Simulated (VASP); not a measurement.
# BN (P-6m2) in VASP: single point with PBE

Aim: the single point of BN with PBE.

All numbers are computed with VASP 6.6.1; they aren't measurements. Logs are shortened: lines on timing, memory, paths and dates and some standing lists are left out, and cuts for length are marked.

### 1 The cell of the first run

It takes space group P-6m2 (No. 187, hexagonal). Conventional cell: a = 2.512 Å, b = 2.512 Å, c = 8.361 Å, α = 90.00°, β = 90.00°, γ = 120.00°. B (site symmetry -6m2) has 3 N at 1.45 Å within 1.9 Å. Within 1.9 Å of B (site symmetry -6m2) lie 3 N at 1.45 Å. N (site symmetry -6m2) has 3 B at 1.45 Å within 1.9 Å. Within 1.9 Å of N (site symmetry -6m2) lie 3 B at 1.45 Å.

### 2 Single point, PBE

INCAR

```
SYSTEM = BN
  PREC = Accurate
  ENCUT = 520
  EDIFF = 1E-6
  ISMEAR = 0
  SIGMA = 0.01
  LREAL = Auto
  LASPH = .TRUE.
  NELM = 100
  ALGO = Normal
  ISIF = 2
  LWAVE = .FALSE.
  LCHARG = .FALSE.
  GGA = PE
  NBANDS = 126
```

KPOINTS

```
regular mesh
0
G
  2 2 2
  0 0 0
```

POSCAR

```
BN
1.0
    0.0000000000      0.0000000000      8.3612182313
    7.5364148001     -4.3511511137      0.0000000000
    0.0000000001      8.7023022272      0.0000000000
B N
24 24
Direct
    0.0000000000      0.1666666667      0.3333333333
    0.0000000000      0.6666666667      0.3333333333
    0.0000000000      0.5000000000      0.5000000000
    0.0000000000      0.3333333333      0.6666666667
    0.0000000000      0.1666666667      0.8333333333
    0.0000000000      0.0000000000      0.5000000000
    0.0000000000      0.8333333333      0.6666666667
    0.0000000000      0.6666666667      0.8333333333
    0.0000000000      0.5000000000      0.0000000000
    0.0000000000      0.3333333333      0.1666666667
    0.0000000000      0.0000000000      0.0000000000
    0.0000000000      0.8333333333      0.1666666667
    0.5000000000      0.0000000000      0.1666666667
    0.5000000000      0.5000000000      0.1666666667
    0.5000000000      0.3333333333      0.3333333333
    0.5000000000      0.1666666667      0.5000000000
    0.5000000000      0.0000000000      0.6666666667
    0.5000000000      0.8333333333      0.3333333333
    0.5000000000      0.6666666667      0.5000000000
    0.5000000000      0.5000000000      0.6666666667
    0.5000000000      0.3333333333      0.8333333333
    0.5000000000      0.1666666667      0.0000000000
    0.5000000000      0.8333333333      0.8333333333
    0.5000000000      0.6666666667      0.0000000000
    0.0000000000      0.0000000000      0.1666666667
    0.0000000000      0.5000000000      0.1666666667
    0.0000000000      0.3333333333      0.3333333333
    0.0000000000      0.1666666667      0.5000000000
    0.0000000000      0.0000000000      0.6666666667
    0.0000000000      0.8333333333      0.3333333333
    0.0000000000      0.6666666667      0.5000000000
    0.0000000000      0.5000000000      0.6666666667
    0.0000000000      0.3333333333      0.8333333333
    0.0000000000      0.1666666667      0.0000000000
    0.0000000000      0.8333333333      0.8333333333
    0.0000000000      0.6666666667      0.0000000000
    0.5000000000      0.1666666667      0.1666666667
    0.5000000000      0.6666666667      0.1666666667
    0.5000000000      0.5000000000      0.3333333333
    0.5000000000      0.3333333333      0.5000000000
    0.5000000000      0.1666666667      0.6666666667
    0.5000000000      0.0000000000      0.3333333333
    0.5000000000      0.8333333333      0.5000000000
    0.5000000000      0.6666666667      0.6666666667
    0.5000000000      0.5000000000      0.8333333333
    0.5000000000      0.3333333333      0.0000000000
    0.5000000000      0.0000000000      0.8333333333
    0.5000000000      0.8333333333      0.0000000000
```

Potentials or basis: VASP PAW PBE potentials, release 64 (B, N).

On the command line:

```console
cat potpaw_PBE.64/B/POTCAR potpaw_PBE.64/N/POTCAR > POTCAR
mpirun -np 1 vasp_std > vasp.out
```

OUTCAR:

```text
SYSTEM = BN
   PREC = Accurate
   ENCUT = 520
   EDIFF = 1E-6
   ISMEAR = 0
   LREAL = Auto
   LASPH = .TRUE.
   NELM = 100
   ISIF = 2
   GGA = PE

 ion  position               nearest neighbor table
   1  0.000  0.167  0.333-  27 1.45  25 1.45  28 1.45
   2  0.000  0.667  0.333-  30 1.45  26 1.45  31 1.45
   3  0.000  0.500  0.500-  27 1.45  31 1.45  32 1.45
   4  0.000  0.333  0.667-  33 1.45  28 1.45  32 1.45
   5  0.000  0.167  0.833-  33 1.45  29 1.45  34 1.45
   6  0.000  0.000  0.500-  30 1.45  28 1.45  29 1.45
[... 40 lines left out ...]
  47  0.500  0.000  0.833-  17 1.45  22 1.45  23 1.45
  48  0.500  0.833  0.000-  24 1.45  13 1.45  23 1.45

  LATTYP: Found a hexagonal cell.
 ALAT       =     8.7023022272
 C/A-ratio  =     0.9608053148

  Lattice vectors:

 A1 = (   7.5364148001,  -4.3511511137,   0.0000000000)
 A2 = (   0.0000000001,   8.7023022272,   0.0000000000)
 A3 = (   0.0000000000,   0.0000000000,   8.3612182313)

Analysis of symmetry for initial positions (statically):
=====================================================================
 Subroutine PRICEL returns following result:

  LATTYP: Found a hexagonal cell.
 ALAT       =     2.5121382672
 C/A-ratio  =     3.3283272423

  Lattice vectors:

 A1 = (  -2.5121382672,   0.0000000009,   0.0000000000)
 A2 = (   1.2560691336,  -2.1755755573,   0.0000000000)
 A3 = (   0.0000000000,   0.0000000000,   8.3612182313)

  12 primitive cells build up your supercell.

 Routine SETGRP: Setting up the symmetry group for a
 hexagonal supercell.

 Subroutine GETGRP returns: Found 12 space group operations
 (whereof 12 operations were pure point group operations)
 out of a pool of 24 trial point group operations.

The static configuration has the point symmetry D_3h.

Analysis of symmetry for dynamics (positions and initial velocities):
=====================================================================
 Subroutine PRICEL returns following result:

  LATTYP: Found a hexagonal cell.
 ALAT       =     2.5121382672
 C/A-ratio  =     3.3283272423

  Lattice vectors:

 A1 = (  -2.5121382672,   0.0000000009,   0.0000000000)
 A2 = (   1.2560691336,  -2.1755755573,   0.0000000000)
 A3 = (   0.0000000000,   0.0000000000,   8.3612182313)

  12 primitive cells build up your supercell.

 Routine SETGRP: Setting up the symmetry group for a
 hexagonal supercell.

 Subroutine GETGRP returns: Found 12 space group operations
 (whereof 12 operations were pure point group operations)
 out of a pool of 24 trial point group operations.

The dynamic configuration has the point symmetry D_3h.

 Subroutine INISYM returns: Found 12 space group operations
 (whereof 12 operations are pure point group operations),
 and found    12 'primitive' translations

----------------------------------------------------------------------------------------

                                     Primitive cell

  volume of cell :      45.6970

  direct lattice vectors                    reciprocal lattice vectors
    -2.512138267  0.000000001  0.000000000    -0.398067261 -0.229824240  0.000000000
     1.256069134 -2.175575557  0.000000000    -0.000000000 -0.459648481  0.000000000
     0.000000000  0.000000000  8.361218231     0.000000000  0.000000000  0.119599797

  length of vectors
     2.512138267  2.512138267  8.361218231     0.459648481  0.459648481  0.119599797

  position of ions in fractional coordinates (direct lattice)
     1.000000000  0.000000000  0.000000000
     0.666666667  0.333333333  0.500000000
     0.666666667  0.333333333  0.000000000
     0.333333333  0.666666666  0.500000000

  ion indices of the primitive-cell ions
   primitive index   ion index
                 1           1
                 2          15
                 3          27
                 4          37

----------------------------------------------------------------------------------------

 KPOINTS: regular mesh

Automatic generation of k-mesh.
 Grid dimensions read from file:
 generate k-points for:    2    2    2

 Generating k-lattice:

  Cartesian coordinates                     Fractional coordinates (reciprocal lattice)
     0.000000000  0.000000000  0.059799898     0.500000000  0.000000000  0.000000000
     0.066344544 -0.000000000  0.000000000     0.000000000  0.500000000 -0.000000000
     0.033172272  0.057456060  0.000000000     0.000000000  0.000000000  0.500000000

  Length of vectors
     0.059799898  0.066344544  0.066344544

  Shift w.r.t. Gamma in fractional coordinates (k-lattice)
     0.000000000  0.000000000  0.000000000

 Subroutine IBZKPT returns following result:
 ===========================================

 Found      4 irreducible k-points:

 Following reciprocal coordinates:
            Coordinates               Weight
  0.000000  0.000000  0.000000      1.000000
  0.500000  0.000000  0.000000      1.000000
  0.000000  0.500000  0.000000      3.000000
  0.500000  0.500000  0.000000      3.000000
   k-points           NKPTS =      4   k-points in BZ     NKDIM =      4   number of bands    NBANDS=    126
   number of dos      NEDOS =    301   number of ions     NIONS =     48
   total plane-waves  NPLWV = 313600
   dimension x,y,z NGX =    64 NGY =   70 NGZ =   70
   dimension x,y,z NGXF=   128 NGYF=  140 NGZF=  140
   ions per type =              24  24
   NGX,Y,Z   is equivalent  to a cutoff of  12.73, 13.37, 13.37 a.u.
   NGXF,Y,Z  is equivalent  to a cutoff of  25.45, 26.75, 26.75 a.u.
 SYSTEM =  BN
   PREC   = accura    normal or accurate (medium, high low for compatibility)
   ISTART =      0    job   : 0-new  1-cont  2-samecut
   ICHARG =      2    charge: 1-file 2-atom 10-const
   ISPIN  =      1    spin polarized calculation?
   LNONCOLLINEAR =      F non collinear calculations
   LSORBIT =      F    spin-orbit coupling
   LASPH  =      T    aspherical Exc in radial PAW
   ENCUT  =  520.0 eV  38.22 Ry    6.18 a.u.  15.55 16.18 16.18*2*pi/ulx,y,z
   NELM   =    100;   NELMIN=  2; NELMDL= -5     # of ELM steps
   EDIFF  = 0.1E-05   stopping-criterion for ELM
   LREAL  =      T    real-space projection
   EDIFFG = 0.1E-04   stopping-criterion for IOM
   NSW    =      0    number of steps for IOM
   IBRION =     -1    ionic relax: 0-MD 1-quasi-New 2-CG
   NFREE  =      0    steps in history (QN), initial steepest desc. (CG)
   ISIF   =      2    stress and relaxation
   ISYM   =      2    0-nonsym 1-usesym 2-fastsym
   POTIM  = 0.5000    time-step for ionic-motion
   TEBEG  =    0.0;   TEEND  =   0.0 temperature during run
   PSTRESS=    0.0 pullay stress
   NELECT =     192.0000    total number of electrons
   NUPDOWN=      -1.0000    fix difference up-down
   EMIN   =  10.00;   EMAX   =-10.00  energy-range for DOS
   EFERMI =   0.00;   METHOD = LEGACY
   ISMEAR =     0;   SIGMA  =   0.01  broadening in eV -4-tet -1-fermi 0-gaus
   EFERMI_NEDOS =   21; number of points for ismear=-14 and -15
   IALGO  =     38    algorithm
   IMIX   =      4    mixing-type and parameters
     AMIX     =   0.40;   BMIX     =  1.00
     AMIX_MAG =   1.60;   BMIX_MAG =  1.00
  volume/ion in A,a.u.               =      11.42        77.09
  Fermi-wavevector in a.u.,A,eV,Ry     =   1.153858  2.180476 18.114640  1.331389
  Thomas-Fermi vector in A             =   2.290499
   LORBIT       =      0    0 simple, 1 ext, 2 COOP (PROOUT), +10 PAW based schemes
   GGA     = PE    functional components
   LHFCALC =     F    Hartree Fock is set to
   AEXX    =    0.0000 exact exchange contribution
   IVDW    =     0    specifies the selected vdW correction
   LEPSILON=     F    determine dielectric tensor
   LRPA    =     F    only Hartree local field effects (RPA)
 non-spin polarized calculation
 Gauss-broadening in eV      SIGMA  =   0.01
  energy-cutoff  :      520.00
  volume of cell :      548.36
 maximum number of plane-waves:     14827
 NGX is ok and might be reduce to    64
   NGX = 31   NGY = 33   NGZ = 33

 number of electron     191.9999978 magnetization

 Free energy of the ion-electron system (eV)
  ---------------------------------------------------
  ext. energy  EPLUGINS =         0.00000000
  ---------------------------------------------------
  free energy    TOTEN  =      -422.46758910 eV

  energy without entropy =     -422.46758910  energy(sigma->0) =     -422.46758910

 E-fermi :   0.6558     XC(G=0):  -8.5693

 val. band max:        0.5970468644   @ k =   0.5000   0.0000   0.0000
 cond. band min:       4.9780230245   @ k =   0.0000   0.0000   0.0000
 fundamental gap:      4.3809761601
 Fermi energy:         0.6558351008

 k-point     1 :       0.0000    0.0000    0.0000
  band No.  band energies     occupation
      1     -17.0412      2.00000
      2     -17.0001      2.00000
      3     -15.5359      2.00000
      4     -15.5359      2.00000
      5     -15.5359      2.00000
      6     -15.5359      2.00000
[... 100 lines left out ...]
    107       5.5812      0.00000
    108       7.5524      0.00000

 k-point     2 :       0.5000    0.0000    0.0000
  band No.  band energies     occupation
      1     -17.0255      2.00000
      2     -17.0159      2.00000
      3     -15.5250      2.00000
      4     -15.5250      2.00000
      5     -15.5250      2.00000
      6     -15.5249      2.00000
[... 100 lines left out ...]
    107       6.2571      0.00000
    108       6.2602      0.00000

 k-point     3 :       0.0000    0.5000    0.0000
  band No.  band energies     occupation
      1     -16.6455      2.00000
      2     -16.6455      2.00000
      3     -16.6068      2.00000
      4     -16.6068      2.00000
      5     -15.8930      2.00000
      6     -15.8930      2.00000
[... 100 lines left out ...]
    107       6.6635      0.00000
    108       6.6635      0.00000

 k-point     4 :       0.5000    0.5000    0.0000
  band No.  band energies     occupation
      1     -16.6310      2.00000
      2     -16.6310      2.00000
      3     -16.6214      2.00000
      4     -16.6214      2.00000
      5     -15.8809      2.00000
      6     -15.8809      2.00000
[... 100 lines left out ...]
    107       6.7774      0.00000
    108       6.7774      0.00000
 [bands above 108 left out]

------------------------ aborting loop because EDIFF is reached ----------------------------------------

  FORCE on cell =-STRESS in cart. coord.  units (eV):
  Direction    XX          YY          ZZ          XY          YZ          ZX
  --------------------------------------------------------------------------------------
  -------------------------------------------------------------------------------------
  Total        0.5443398      0.5443398     -0.2791535     -0.0000000      0.0000000      0.0000000
  in kB        1.5904211      1.5904211     -0.8156149     -0.0000000      0.0000000      0.0000000
  external PRESSURE =       0.7884091 kB  Pullay stress =       0.0000000 kB

 VOLUME and BASIS-vectors are now :
 -----------------------------------------------------------------------------
  energy-cutoff  :      520.00
  volume of cell :      548.36
      direct lattice vectors                 reciprocal lattice vectors
     0.000000000  0.000000000  8.361218231     0.000000000  0.000000000  0.119599797
     7.536414800 -4.351151114  0.000000000     0.132689087 -0.000000000  0.000000000
     0.000000000  8.702302227  0.000000000     0.066344544  0.114912120  0.000000000

 POSITION                                       TOTAL-FORCE (eV/Angst)
 -----------------------------------------------------------------------------------
      1.25607      2.17558      0.00000        -0.000000     -0.000000     -0.000000
      5.02428     -0.00000      0.00000        -0.000000      0.000000     -0.000000
      3.76821      2.17558      0.00000         0.000000      0.000000      0.000000
      2.51214      4.35115      0.00000         0.000000     -0.000000     -0.000000
      1.25607      6.52673      0.00000        -0.000000     -0.000000     -0.000000
      0.00000      4.35115      0.00000         0.000000     -0.000000     -0.000000
[... 40 lines left out ...]
      0.00000      7.25192      4.18061        -0.000000      0.000000     -0.000000
      6.28035     -3.62596      4.18061        -0.000000     -0.000000     -0.000000
 -----------------------------------------------------------------------------------
    total drift:                               -0.000013     -0.000001      0.000000

  FREE ENERGIE OF THE ION-ELECTRON SYSTEM (eV)
  ---------------------------------------------------
  free  energy   TOTEN  =      -422.4675891010 eV

  energy  without entropy=     -422.4675891010  energy(sigma->0) =     -422.46758910
```

Run time: 6.5 min. Hardware: 1 thread of Intel Xeon Platinum 8488C (Sapphire Rapids), shared host; peak memory 0.71 GiB.

What came out:

```
Free energy            : -422.4676 eV
Pressure               : 0.1 GPa
Band gap on the k mesh : 4.38 eV
```

Stress tensor (GPa, compression positive):
```
 0.16  0.00  0.00
 0.00  0.16  0.00
 0.00  0.00 -0.08
```

Caveat: this functional lacks dispersion, which binds the layers, so the pressure and a relaxed spacing across them are unreliable.
